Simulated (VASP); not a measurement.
Write the native input for VASP 6.6.1 that does the following.

* Task: single point
* Functional: PBEsol
* Potentials or basis: VASP PAW PBE potentials, release 64 (Hf_pv)
* Cutoff: 520 eV
* k mesh: 16 × 16 × 16
* Occupations: fermi-dirac, width 0.08 eV
* Spin: no spin polarisation
* Dipole correction: no
* Further INCAR settings: ALGO = Normal; EDIFF = 1e-06; NBANDS = 11

The structure of Hf lies in POSCAR:

```
Hf
1.0
   -1.8411000000      1.8050000000      1.8050000000
    1.8050000000     -1.8411000000      1.8050000000
    1.8050000000      1.8050000000     -1.8411000000
Hf
1
Direct
    0.0000000000      0.0000000000      0.0000000000
```

This cell differs from its parent crystal: equal xy, yz and zx shear strains of -2 %.

These files were run (other wordings do the same):

INCAR

```
SYSTEM = Hf
PREC = Accurate
ENCUT = 520
EDIFF = 1E-6
ISMEAR = -1
SIGMA = 0.08
LREAL = .FALSE.
LASPH = .TRUE.
NELM = 100
ALGO = Normal
ISIF = 2
LWAVE = .FALSE.
LCHARG = .FALSE.
GGA = PS
NBANDS = 11
```

KPOINTS

```
Automatic mesh
0
G
  16 16 16
  0 0 0
```

Potentials or basis: VASP PAW PBE potentials, release 64 (Hf_pv).

The run is started by

```console
$ cat potpaw_PBE.64/Hf_pv/POTCAR > POTCAR
$ mpirun -np 1 vasp_std > vasp.out
```

Results of the run:

```json
{
  "Pressure": "-9.2 GPa",
  "Band gap on the k mesh": "zero (bands 5 and 6 overlap by 2.13 eV)"
}
```

Caveat: the cell differs from its parent crystal (equal xy, yz and zx shear strains of -2 %); the cell stands under tension; the PAW data sets were made with another functional, which shifts forces and pressure a little; spin-orbit coupling is left out, which moves the levels of the heavy elements.

It took 23 s on 1 thread of Intel(R) Xeon(R) 6975P-C (Granite Rapids) (shared host), peak memory 0.22 GiB.
